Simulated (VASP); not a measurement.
# Te (Im-3m) in VASP: density of states with PBEsol

Aim: the density of states of Te with PBEsol.

All numbers are computed with VASP 6.6.1; they aren't measurements. Logs are shortened: lines on timing, memory, paths and dates and some standing lists are left out, and cuts for length are marked.

## 1. The cell of the first run

It takes space group Im-3m (No. 229, cubic). The conventional cell has a = 2.787 Å, b = 2.787 Å, c = 2.787 Å, α = 90.00°, β = 90.00°, γ = 90.00°. Te (site symmetry m-3m) has 14 Te at 2.41 to 2.79 Å within 3.2 Å.

## 2. Density of states, PBEsol (volume scaled by 0.4)

Input file POSCAR:

```
Te
1.0
   -1.3934985476      1.3934985476      1.3934985476
    1.3934985476     -1.3934985476      1.3934985476
    1.3934985476      1.3934985476     -1.3934985476
Te
1
Direct
    0.0000000000      0.0000000000      0.0000000000
```

Input file INCAR.step1:

```
SYSTEM = Te
PREC     = Accurate       ! precision mode
ENCUT    = 520            ! plane-wave cutoff, eV
EDIFF    = 1E-7           ! SCF threshold, eV
ISMEAR   = -1             ! smearing method
SIGMA    = 0.05           ! smearing width, eV
LREAL    = .FALSE.        ! projectors in reciprocal space
LASPH    = .TRUE.         ! aspherical terms in the spheres
NELM     = 100            ! most SCF steps
ALGO     = Normal         ! electronic algorithm
ISIF     = 2              ! what is computed and relaxed
LWAVE    = .FALSE.        ! write WAVECAR
LCHARG   = .TRUE.         ! write CHGCAR
GGA      = PS             ! functional
NBANDS   = 9              ! bands
```

Input file KPOINTS.step1:

```
Automatic mesh
0
G
  15 15 15
  0 0 0
```

Input file INCAR.step2:

```
SYSTEM = Te
PREC     = Accurate       ! precision mode
ENCUT    = 520            ! plane-wave cutoff, eV
EDIFF    = 1E-7           ! SCF threshold, eV
ISMEAR   = -5             ! smearing method
SIGMA    = 0.05           ! smearing width, eV
LREAL    = .FALSE.        ! projectors in reciprocal space
LASPH    = .TRUE.         ! aspherical terms in the spheres
NELM     = 100            ! most SCF steps
ALGO     = Normal         ! electronic algorithm
ISIF     = 2              ! what is computed and relaxed
LWAVE    = .FALSE.        ! write WAVECAR
LCHARG   = .FALSE.        ! write CHGCAR
GGA      = PS             ! functional
LORBIT   = 10             ! projections on sites
NBANDS   = 9              ! bands
NEDOS    = 2001           ! points of the DOS
ICHARG   = 11             ! starting density
```

Input file KPOINTS.step2:

```
Automatic mesh
0
G
  23 23 23
  0 0 0
```

Potentials or basis: VASP PAW PBE potentials, release 64 (Te).

Command:

```bash
> cat potpaw_PBE.64/Te/POTCAR > POTCAR
> cp INCAR.step1 INCAR
> cp KPOINTS.step1 KPOINTS
> mpirun -np 1 vasp_std > vasp.out
> cp INCAR.step2 INCAR
> cp KPOINTS.step2 KPOINTS
> mpirun -np 1 vasp_std > vasp.out
```

OUTCAR:

```text
SYSTEM = Te
   PREC = Accurate
   ENCUT = 520
   EDIFF = 1E-7
   ISMEAR = -5
   LREAL = .FALSE.
   LASPH = .TRUE.
   NELM = 100
   ISIF = 2
   GGA = PS
   LORBIT = 10
   ICHARG = 11

 ion  position               nearest neighbor table
   1  0.000  0.000  0.000-

  LATTYP: Found a body centered cubic cell.
 ALAT       =     2.7869970952

  Lattice vectors:

 A1 = (  -1.3934985476,   1.3934985476,   1.3934985476)
 A2 = (   1.3934985476,  -1.3934985476,   1.3934985476)
 A3 = (   1.3934985476,   1.3934985476,  -1.3934985476)

Analysis of symmetry for initial positions (statically):
=====================================================================
 Subroutine PRICEL returns:
 Original cell was already a primitive cell.

 Routine SETGRP: Setting up the symmetry group for a
 body centered cubic supercell.

 Subroutine GETGRP returns: Found 48 space group operations
 (whereof 48 operations were pure point group operations)
 out of a pool of 48 trial point group operations.

The static configuration has the point symmetry O_h .

Analysis of symmetry for dynamics (positions and initial velocities):
=====================================================================
 Subroutine PRICEL returns:
 Original cell was already a primitive cell.

 Routine SETGRP: Setting up the symmetry group for a
 body centered cubic supercell.

 Subroutine GETGRP returns: Found 48 space group operations
 (whereof 48 operations were pure point group operations)
 out of a pool of 48 trial point group operations.

The dynamic configuration has the point symmetry O_h .

 Subroutine INISYM returns: Found 48 space group operations
 (whereof 48 operations are pure point group operations),
 and found     1 'primitive' translations

----------------------------------------------------------------------------------------

                                     Primitive cell

  volume of cell :      10.8238

  direct lattice vectors                    reciprocal lattice vectors
    -1.393498548  1.393498548  1.393498548     0.000000000  0.358809129  0.358809129
     1.393498548 -1.393498548  1.393498548     0.358809129  0.000000000  0.358809129
     1.393498548  1.393498548 -1.393498548     0.358809129  0.358809129  0.000000000

  length of vectors
     2.413610285  2.413610285  2.413610285     0.507432736  0.507432736  0.507432736

[... 85 lines left out ...]
   NFREE  =      0    steps in history (QN), initial steepest desc. (CG)
   ISIF   =      2    stress and relaxation
   ISYM   =      2    0-nonsym 1-usesym 2-fastsym
   POTIM  = 0.5000    time-step for ionic-motion
   TEBEG  =    0.0;   TEEND  =   0.0 temperature during run
   PSTRESS=    0.0 pullay stress
   NELECT =       6.0000    total number of electrons
   NUPDOWN=      -1.0000    fix difference up-down
   EMIN   =  10.00;   EMAX   =-10.00  energy-range for DOS
   EFERMI =   0.00;   METHOD = LEGACY
   ISMEAR =    -5;   SIGMA  =   0.05  broadening in eV -4-tet -1-fermi 0-gaus
   EFERMI_NEDOS =   21; number of points for ismear=-14 and -15
   IALGO  =     38    algorithm
   IMIX   =      4    mixing-type and parameters
     AMIX     =   0.40;   BMIX     =  1.00
     AMIX_MAG =   1.60;   BMIX_MAG =  1.00
  volume/ion in A,a.u.               =      10.82        73.04
  Fermi-wavevector in a.u.,A,eV,Ry     =   1.344824  2.541349 24.606832  1.808551
  Thomas-Fermi vector in A             =   2.472786
   LORBIT       =     10    0 simple, 1 ext, 2 COOP (PROOUT), +10 PAW based schemes
   GGA     = PS    functional components
   LHFCALC =     F    Hartree Fock is set to
   AEXX    =    0.0000 exact exchange contribution
   IVDW    =     0    specifies the selected vdW correction
   LEPSILON=     F    determine dielectric tensor
   LRPA    =     F    only Hartree local field effects (RPA)
 non-spin polarized calculation
 Fermi weights with tetrahedron method with Bloechl corrections
  energy-cutoff  :      520.00
  volume of cell :       10.82
 maximum number of plane-waves:       321
 NGX is ok and might be reduce to    18

 number of electron       6.0000001 magnetization

 Free energy of the ion-electron system (eV)
  ---------------------------------------------------
  ext. energy  EPLUGINS =         0.00000000
  ---------------------------------------------------
  free energy    TOTEN  =         7.42283804 eV

  energy without entropy =        7.42283804  energy(sigma->0) =        7.42283804

 E-fermi :  28.7929     XC(G=0): -14.8856

 val. band max:       28.9645974003   @ k =   0.1739   0.0870   0.0870
 cond. band min:      28.5361074579   @ k =   0.1304   0.1304   0.0435
 fundamental gap:     -0.4284899424
 Fermi energy:        28.7929427606

 k-point     1 :       0.0000    0.0000    0.0000
  band No.  band energies     occupation
      1       1.4604      2.00000
      2      37.3306      0.00000
      3      37.3306      0.00000
      4      37.3306      0.00000
      5      41.6132      0.00000
      6      41.6132      0.00000
      7      41.6133      0.00000
      8      42.2531      0.00000
      9      42.2531      0.00000
[... 265 lines left out ...]
 k-point    24 :       0.0870    0.0870    0.0000
  band No.  band energies     occupation
      1       2.4549      2.00000
      2      32.9454      0.00000
      3      33.4675      0.00000
      4      36.1653      0.00000
      5      37.4724      0.00000
      6      39.8023      0.00000
      7      40.5094      0.00000
      8      43.3195      0.00000
      9      44.5898      0.00000

 [... further k-points ...]

------------------------ aborting loop because EDIFF is reached ----------------------------------------

  FORCE on cell =-STRESS in cart. coord.  units (eV):
  Direction    XX          YY          ZZ          XY          YZ          ZX
  --------------------------------------------------------------------------------------
  -------------------------------------------------------------------------------------
  Total       33.4179893     33.4179893     33.4179893      0.0000000     -0.0000000     -0.0000000
  in kB     4946.6518522   4946.6518522   4946.6518522      0.0000000     -0.0000000     -0.0000000
  external PRESSURE =    4946.6518522 kB  Pullay stress =       0.0000000 kB

 VOLUME and BASIS-vectors are now :
 -----------------------------------------------------------------------------
  energy-cutoff  :      520.00
  volume of cell :       10.82
      direct lattice vectors                 reciprocal lattice vectors
    -1.393498548  1.393498548  1.393498548     0.000000000  0.358809129  0.358809129
     1.393498548 -1.393498548  1.393498548     0.358809129  0.000000000  0.358809129
     1.393498548  1.393498548 -1.393498548     0.358809129  0.358809129  0.000000000

 POSITION                                       TOTAL-FORCE (eV/Angst)
 -----------------------------------------------------------------------------------
      0.00000      0.00000      0.00000         0.000000      0.000000     -0.000000
 -----------------------------------------------------------------------------------
    total drift:                                0.000000      0.000000      0.000000

  FREE ENERGIE OF THE ION-ELECTRON SYSTEM (eV)
  ---------------------------------------------------
  free  energy   TOTEN  =         7.4228380397 eV

  energy  without entropy=        7.4228380397  energy(sigma->0) =        7.42283804

 total charge

# of ion       s       p       d       tot
------------------------------------------
    1        1.515   2.477   0.644   4.636
```

OUTCAR.step1:

```text
SYSTEM = Te
   PREC = Accurate
   ENCUT = 520
   EDIFF = 1E-7
   ISMEAR = -1
   LREAL = .FALSE.
[... 506 lines left out ...]
 -----------------------------------------------------------------------------------
      0.00000      0.00000      0.00000         0.000000      0.000000      0.000000
 -----------------------------------------------------------------------------------
    total drift:                                0.000000      0.000000      0.000000

  FREE ENERGIE OF THE ION-ELECTRON SYSTEM (eV)
  ---------------------------------------------------
  free  energy   TOTEN  =         7.4109752437 eV

  energy  without entropy=        7.4146255759  energy(sigma->0) =        7.41280041
```

OSZICAR.step1:

```text
N       E                     dE             d eps       ncg     rms          rms(c)
DAV:   1     0.224757733060E+02    0.22476E+02   -0.28568E+03  2168   0.560E+02
DAV:   2     0.734032423432E+01   -0.15135E+02   -0.14560E+02  3126   0.869E+01
DAV:   3     0.710936191584E+01   -0.23096E+00   -0.22964E+00  2796   0.101E+01
DAV:   4     0.710889665835E+01   -0.46526E-03   -0.46510E-03  3073   0.482E-01
DAV:   5     0.710889611284E+01   -0.54552E-06   -0.54739E-06  2727   0.126E-02    0.355E+01
DAV:   6     0.730603428847E+01    0.19714E+00   -0.27315E-02  2788   0.102E+00    0.219E+01
DAV:   7     0.740969274584E+01    0.10366E+00   -0.53189E-02  2836   0.145E+00    0.548E-01
DAV:   8     0.741093172737E+01    0.12390E-02   -0.19377E-03  2475   0.287E-01    0.124E-01
DAV:   9     0.741096531040E+01    0.33583E-04   -0.59354E-05  3170   0.458E-02    0.542E-02
DAV:  10     0.741097623684E+01    0.10926E-04   -0.52645E-06  2842   0.135E-02    0.145E-02
DAV:  11     0.741097519400E+01   -0.10428E-05   -0.58307E-08  2435   0.206E-03    0.840E-04
DAV:  12     0.741097524372E+01    0.49719E-07   -0.62472E-10  1451   0.191E-04
   1 F= 0.74109752E+01 E0= 0.74128004E+01  d E =-.365033E-02
```

Wall time 33 s (1 thread of Intel Xeon Platinum 8488C (Sapphire Rapids), shared host); peak memory 0.17 GiB.

What came out:

```yaml
Valence_electrons_inside_the_program's_atomic_spheres: Te 4.64
```

Levels at points of the mesh, in eV from the Fermi level:
| k point | band 1 | band 2 | band 3 | band 4 | band 5 | band 6 |
| --- | --- | --- | --- | --- | --- | --- |
| (0.00, 0.00, 0.00) | -27.33 | 8.54 | 8.54 | 8.54 | 12.82 | 12.82 |

Caveat: the PAW data sets were made with another functional, which shifts forces and pressure a little; spin-orbit coupling is left out, which moves the levels of the heavy elements; tetrahedron occupations give inexact forces and stress in metals.
